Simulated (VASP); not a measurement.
The system is SrLi3.

```
CELL_PARAMETERS angstrom
2.71440 0.00000 0.00000
0.00000 4.56485 0.00000
0.00000 0.00000 5.53495
ATOMIC_POSITIONS crystal
Li 0.00000 0.00000 0.25585
Li 0.00000 0.00000 0.74415
Li 0.00000 0.50000 0.00000
Sr 0.50000 0.50000 0.50000
```

```yaml
Program: VASP 6.6.1
Task: relaxation of cell and atoms
Functional: PBE
Potentials_or_basis: VASP PAW PBE potentials, release 64 (Li_sv, Sr_sv)
Cutoff: 600 eV
k_mesh: 6 × 4 × 4
Occupations: gaussian, width 0.1 eV
Spin: no spin polarisation
```

At the start: pressure 17.0 GPa; volume 17.15 Å³/atom.

How do energy, volume and symmetry change on relaxing?

Over 10 steps the energy falls by 501.3 meV/atom and the volume is 28.25 Å³/atom (+64.8 %); space group Pmmm (No. 47, to 0.05 Å).

Step by step:
```tsv
step	energy change (eV)	largest force (eV/Å)	pressure (GPa)	volume (Å³)
1	0.0000	0.9640	17.00	68.58
2	-1.4685	0.4361	6.29	88.24
3	-1.9549	0.1107	0.78	109.51
4	-1.9698	0.0571	-0.14	114.59
5	-1.9933	0.0542	-0.13	114.45
6	-2.0033	0.0531	-0.10	114.19
7	-2.0033	0.0531	-0.10	114.21
8	-2.0040	0.0498	-0.03	113.76
9	-2.0046	0.0418	0.12	112.80
10	-2.0052	0.0292	0.07	112.99
```

Final structure:
```xyz
4
Lattice="3.4384 0.0000 0.0000 0.0000 5.2757 0.0000 0.0000 0.0000 6.2289" Properties=species:S:1:pos:R:3 pbc="T T T"
Li    0.0000    0.0000    1.4581
Li    0.0000    5.2757    4.7708
Li    0.0000    2.6379    0.0000
Sr    1.7192    2.6379    3.1145
```

Caveat: the k points lie up to 0.30 Å⁻¹ apart in the final cell; the cutoff is under 1.25 times the usual one of these potentials, so pressure, stress and relaxed cells hold a basis-set (Pulay) error; the volume moved by over 15 % at a fixed basis, so the end points are rough.
